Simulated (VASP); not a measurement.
Runs of VASP 6.6.1 on CsPbCl3. The typed cell holds 5 atoms: a = 5.677 Å, b = 5.677 Å, c = 5.677 Å, α = 90.00°, β = 90.00°, γ = 90.00°. 

```csv
level,k mesh,smearing,grid for exact exchange (PRECFOCK),share of exact exchange,screening parameter,gap on the mesh (eV),pressure (GPa)
PBE,4 × 4 × 4,methfessel-paxton 0.05 eV,-,-,-,2.10,0.7
PBE,4 × 4 × 4,gaussian 0.01 eV,-,-,-,2.10,0.7
PBE,2 × 2 × 2,gaussian 0.01 eV,-,-,-,2.04,(a)
PBE,4 × 4 × 4,methfessel-paxton 0.2 eV,-,-,-,2.10,0.7
PBE,4 × 4 × 4,gaussian 0.2 eV,-,-,-,2.10,0.7
HSE06,2 × 2 × 2,gaussian 0.01 eV,Fast,0.25,0.2079 1/Å,(b),1.4
PBE,4 × 4 × 4,fermi-dirac 0.2 eV,-,-,-,2.10,0.7
PBE-based screened hybrid with 20 % exact exchange,2 × 2 × 2,gaussian 0.01 eV,Fast,0.2,0.1 1/Å,3.00,1.3
```

Alike in all rows: task single point; potentials or basis VASP PAW PBE potentials, release 64 (Cs_sv, Pb_d, Cl); no spin polarisation; cell as given; cutoff (eV) 520.

Question: Fill in the values left out.

Answer: (a) 1.8; (b) 2.87.

Caveats: some runs use coarse meshes; spin-orbit coupling is left out, which moves the levels of the heavy elements; the PAW data sets were made with another functional, which shifts forces and pressure a little (at least some runs).

A k mesh can miss the band edges, and the runs leave out spin-orbit coupling on Cs, Pb.
